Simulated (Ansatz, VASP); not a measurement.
TiO2: VASP beside Ansatz

```
Ti O
1.0
     4.59087    0.00000    0.00000
     0.00000    4.59087    0.00000
     0.00000    0.00000    2.93923
Ti O
2 4
Direct
  0.00000 0.00000 0.00000
  0.50000 0.50000 0.50000
  0.30441 0.30441 0.00000
  0.19559 0.80441 0.50000
  0.69559 0.69559 0.00000
  0.80441 0.19559 0.50000
```

Alike in both runs: task single point; functional r2SCAN; k mesh 6 × 6 × 10; occupations gaussian, width 0.02 eV; no spin polarisation.

|  | VASP | Ansatz |
| --- | --- | --- |
| version | VASP 6.6.1 | Ansatz 0.2.0 |
| potentials or method | VASP PAW PBE potentials, release 64 (Ti_sv, O), cutoff 660 eV | scalar-relativistic, plane waves, PAW |
| valence electrons in the cell | 48 | 48 |

Ansatz gave:

```
gap on the k mesh at the Fermi level (eV)                     : 2.24
least direct gap on the mesh (eV)                             : 2.24
pressure (GPa)                                                : 2.0
traceless stress, the component that is largest in VASP (GPa) : 1.03
rms of the force components (eV/Å)                            : 0.006
```

Estimate VASP's values.

gap on the k mesh at the Fermi level (eV): 2.25; least direct gap on the mesh (eV): 2.25; pressure (GPa): 3.0; traceless stress, the component that is largest in VASP (GPa): 1.50; rms of the force components (eV/Å): 0.020.

VASP's potentials were made for PBE, not for r2SCAN. Atom by atom the forces differ by 0.014 eV/Å (rms over components). With one functional, cell and mesh, what is left measures potentials, basis and numerics.
